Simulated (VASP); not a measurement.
Input of a VASP 6.6.1 run:

File INCAR:

```
SYSTEM = Li2O
PREC     = Accurate       ! precision mode
ENCUT    = 750            ! plane-wave cutoff, eV
EDIFF    = 1E-6           ! SCF threshold, eV
ISMEAR   = 0              ! smearing method
SIGMA    = 0.02           ! smearing width, eV
LREAL    = .FALSE.        ! projectors in reciprocal space
LASPH    = .TRUE.         ! aspherical terms in the spheres
NELM     = 120            ! most SCF steps
ALGO     = Normal         ! electronic algorithm
ISIF     = 2              ! what is computed and relaxed
LWAVE    = .FALSE.        ! write WAVECAR
LCHARG   = .FALSE.        ! write CHGCAR
GGA      = PE             ! functional
NBANDS   = 13             ! bands
GGA_COMPAT= .FALSE.
```

File KPOINTS:

```
Automatic mesh
0
G
  8 8 8
  0 0 0
```

File POSCAR:

```
Li2O
1.0
    0.0000000000      2.3124943269      2.3124943269
    2.3124943269      0.0000000000      2.3124943269
    2.3124943269      2.3124943269      0.0000000000
O Li
1 2
Direct
    0.0000000000      0.0000000000      0.0000000000
    0.2500000000      0.2500000000      0.2500000000
    0.7500000000      0.7500000000      0.7500000000
```

Potentials or basis: VASP PAW PBE potentials, release 64 (O, Li_sv).

Command:

```console
$ cat potpaw_PBE.64/O/POTCAR potpaw_PBE.64/Li_sv/POTCAR > POTCAR
$ mpirun -np 1 vasp_std > vasp.out
```

Q: Estimate the pressure.

A: -0.3 GPa.

Q: Estimate the band gap on the k mesh.

A: 4.97 eV, indirect (least direct gap 5.24 eV).

A k mesh can miss the band edges. PBE gaps usually lie below the measured ones, often by a third to a half.
